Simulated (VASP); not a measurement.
InP:

```
CELL_PARAMETERS angstrom
0.00000 2.85500 2.85500
2.85500 0.00000 2.85500
2.85500 2.85500 0.00000
ATOMIC_POSITIONS crystal
In 0.00000 0.00000 0.00000
P 0.50000 0.50000 0.50000
```

```yaml
Program: VASP 6.6.1
Task: relaxation of cell and atoms
Functional: r2SCAN
Potentials_or_basis: VASP PAW PBE potentials, release 64 (In_d, P)
Cutoff: 600 eV
k_mesh: 12 × 12 × 12
Occupations: gaussian, width 0.1 eV
Spin: no spin polarisation
```

At the start: pressure -7.4 GPa; volume 23.27 Å³/atom.

Problem. Where does the relaxation end?

Solution. Over 3 steps the energy falls by 65.7 meV/atom and the volume is 20.74 Å³/atom (-10.9 %); space group Fm-3m (No. 225, to 0.1 Å) before and after.

Step by step:
```csv
step,energy change (eV),largest force (eV/Å),pressure (GPa),volume (Å³)
1,0.0000,0.0000,-7.42,46.54
2,-0.1079,0.0000,4.29,39.65
3,-0.1313,0.0000,0.02,41.48
```

Final structure:
```cif
data_structure
_symmetry_space_group_name_H-M 'P 1'
_symmetry_Int_Tables_number 1
_cell_length_a 3.8856
_cell_length_b 3.8856
_cell_length_c 3.8856
_cell_angle_alpha 60.000
_cell_angle_beta 60.000
_cell_angle_gamma 60.000
_cell_volume 41.48
loop_
_atom_site_label
_atom_site_type_symbol
_atom_site_fract_x
_atom_site_fract_y
_atom_site_fract_z
_atom_site_occupancy
In1 In 0.00000 0.00000 0.00000 1
P1 P 0.50000 0.50000 0.50000 1
```

Caveat: the PAW data sets were made with another functional, which shifts forces and pressure a little.
